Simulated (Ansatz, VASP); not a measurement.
# Two plane-wave programs on GaSb

```
CELL_PARAMETERS angstrom
-2.75343 2.75343 1.59071
2.75343 -2.75343 1.59071
2.75343 2.75343 -1.59071
ATOMIC_POSITIONS crystal
Ga 0.25000 0.75000 0.50000
Sb 0.00000 0.00000 0.00000
```

Alike in both runs: task single point; functional PBEsol; k mesh 10 × 10 × 10; occupations methfessel-paxton of order 1, width 0.05 eV; no spin polarisation.

|  | VASP | Ansatz |
| --- | --- | --- |
| version | VASP 6.6.1 | Ansatz 0.2.0 |
| potentials or method | VASP PAW PBE potentials, release 64 (Ga_d, Sb), cutoff 500 eV | plane waves, PAW |
| valence electrons in the cell | 18 | 28 |

|  | VASP | Ansatz | Ansatz less VASP |
| --- | --- | --- | --- |
| pressure (GPa) | -2.9 | -2.8 | +0.04 |
| traceless stress, the component that is largest in VASP (GPa) | -0.76 | -0.75 | +0.013 |

VASP's potentials were made for PBE, not for PBEsol. VASP's potentials hold 18 valence electrons a cell and Ansatz's 28, so a difference there can come from the potentials and not from the codes.

Spin-orbit coupling is off throughout.
